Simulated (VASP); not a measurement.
Runs of VASP 6.6.1 on Cu. It takes space group Fm-3m (No. 225, cubic). The conventional cell has a = 3.615 Å, b = 3.615 Å, c = 3.615 Å, α = 90.00°, β = 90.00°, γ = 90.00°. Within 3.4 Å of Cu (site symmetry m-3m) lie 12 Cu at 2.56 Å. 

```csv
level,potentials or basis,gap on the mesh (eV),pressure (GPa)
PBEsol,"VASP PAW PBE potentials, release 64 (Cu)",none,-4.6
RPBE,"VASP PAW PBE potentials, release 64 (Cu)",none,8.5
LDA,"VASP PAW LDA potentials, release 64 (Cu)",none,(a)
PBE,"VASP PAW PBE potentials, release 64 (Cu)",none,3.5
```

Alike in all rows: task single point; no spin polarisation; cell as given; k mesh 6 × 6 × 6; cutoff (eV) 600; smearing fermi-dirac 0.2 eV.

Problem. Fill in the values left out.

Solution. (a) -10.5.

Caveats: all runs use coarse meshes; the PAW data sets were made with another functional, which shifts forces and pressure a little (some runs).

A gap of «none» marks levels without a gap at the run's occupations.
